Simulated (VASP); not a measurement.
The system is CuO.

```
CELL_PARAMETERS angstrom
2.34465 -1.71340 0.00000
2.34465 1.71340 0.00000
-0.86055 0.00000 5.05944
ATOMIC_POSITIONS crystal
Cu 0.00320 0.49680 0.00000
Cu 0.49680 0.00320 0.50000
O 0.57140 0.40560 0.25370
O 0.40560 0.57140 0.75370
```

Base run:

| Property | Result |
| --- | --- |
| Program | VASP 6.6.1 |
| Functional | LDA |
| Potentials or basis | VASP PAW LDA potentials, release 64 (Cu_sv_GW, O) |
| Cutoff | 820 eV |
| k mesh | 7 × 7 × 4 |
| Occupations | gaussian, width 0.05 eV |
| Spin | no spin polarisation |
| Hubbard terms | Cu d U = 8.0 eV |

Its results: band gap on the k mesh zero (bands 25 and 26 overlap by 0.83 eV); pressure -11.4 GPa; largest force 0.699 eV/Å.

Task: The run is repeated on the same cell with these changes: spin from no spin polarisation to collinear spin; further incar settings from ALGO = Normal; EDIFF = 1e-06; NBANDS = 33 to ALGO = Normal; EDIFF = 1e-06; NBANDS = 37. What comes out?

Result: Band gap on the k mesh 1.36 eV (least direct gap 1.43 eV); pressure -9.0 GPa; net moment 2.00 μB per cell; site moments Cu +0.76; O +0.22 μB; largest force 0.764 eV/Å.

Caveats: the cell stands under tension; U without spin polarisation on a metal has little footing (at least some runs).

A k mesh can miss the band edges.
